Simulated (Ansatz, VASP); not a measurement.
# Hg in VASP and in Ansatz

INCAR

```
SYSTEM = Hg
ALGO = Normal
EDIFF = 1E-6
EDIFFG = -0.005
ENCUT = 600
IBRION = 2
ISIF = 3
ISMEAR = -1
LASPH = .True.
LCHARG = .False.
LREAL = .False.
LWAVE = .False.
NELM = 100
NSW = 45
PREC = Accurate
SIGMA = 0.05
```

The input KPOINTS:

```
k-points
0
Gamma
  14 14 14
  0 0 0
```

File POSCAR:

```
Hg
1.0
    2.8908624252      0.0000000000      0.0000000000
    0.0000000000      2.8908624252      0.0000000000
    0.0000000000      0.0000000000      2.8908624252
Hg
1
Direct
    0.0000000000      0.0000000000      0.0000000000
```

Input for Ansatz:

```yaml
crystal:
  lattice:
    - [2.8908624252, 0.0, 0.0]
    - [0.0, 2.8908624252, 0.0]
    - [0.0, 0.0, 2.8908624252]
  atoms:
    - { symbol: Hg, position: [0.0, 0.0, 0.0] }
kpoints:
  mp_grid: { grid: [14, 14, 14] }
scf:
  occupations: { method: fermi_dirac, width: 0.05 }
hamiltonian:
  xc: lda
  pseudopotentials: { kind: all_electron, lapw: { basis_error: 0.0005 } }
output:
  forces: true
  stress: true
  eigenvalues: true
  populations: true
relax:
  f_tol: 0.005
  max_steps: 25
  cell: {}
```

Alike in both runs: task relaxation of cell and atoms; functional LDA; k mesh 14 × 14 × 14; occupations fermi-dirac, width 0.05 eV; no spin polarisation.

|  | VASP | Ansatz |
| --- | --- | --- |
| version | VASP 6.6.1 | Ansatz 0.2.0 |
| potentials or method | VASP PAW LDA potentials, release 64 (Hg), cutoff 600 eV | all-electron LAPW, scalar-relativistic |

```tsv
	VASP	Ansatz	Ansatz less VASP
relaxed volume (Å³/atom)	24.53	24.16	-0.374
relaxed cell length with the largest relative difference (Å)	2.906	2.891	-0.0148
```

LDA's correlation is that of Perdew and Zunger in VASP and of Perdew and Wang (1992) in Ansatz. Ansatz ran all-electron here, and VASP with PAW potentials.

Spin-orbit coupling is off throughout.
